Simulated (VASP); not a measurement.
Here is a VASP 6.6.1 calculation.

INCAR

```
SYSTEM = VAsF
PREC = Accurate ; ENCUT = 520
EDIFF = 1E-6 ; ISMEAR = -1
SIGMA = 0.1 ; LREAL = .False.
LASPH = .True. ; NELM = 60
ALGO = Normal ; ISIF = 2
LWAVE = .False. ; LCHARG = .False.
GGA = PE ; NBANDS = 34
```

Contents of KPOINTS:

```
Automatic mesh
0
Gamma
  5 5 3
  0 0 0
```

File POSCAR:

```
VAsF
1.0
    3.3284380000      0.0000000000      0.0000000000
    0.0000000000      3.3284380000      0.0000000000
    0.0000000000      0.0000000000      7.5317970000
As F V
2 2 2
Direct
    0.2500000000      0.2500000000      0.6117000000
    0.7500000000      0.7500000000      0.3883000000
    0.7500000000      0.2500000000      0.0000000000
    0.2500000000      0.7500000000      0.0000000000
    0.2500000000      0.2500000000      0.2558000000
    0.7500000000      0.7500000000      0.7442000000
```

Potentials or basis: VASP PAW PBE potentials, release 64 (As, F, V_sv).

Command:

```console
$ cat potpaw_PBE.64/As/POTCAR potpaw_PBE.64/F/POTCAR potpaw_PBE.64/V_sv/POTCAR > POTCAR
$ mpirun -np 1 vasp_std > vasp.out
```

(1) Predict the pressure.

(2) Predict the band gap on the k mesh.

(3) Predict the largest force.

Answers

(1) -7.4 GPa.

(2) zero (band 25 reaches 6.75 eV, above the bottom of band 26 at 6.15 eV).

(3) 3.031 eV/Å.

Caveat: the k points lie up to 0.38 Å⁻¹ apart; the run has no spin polarisation, though such a crystal can be magnetic; forces of over 1 eV/Å act on the atoms, so gaps and moduli don't describe the material at rest.
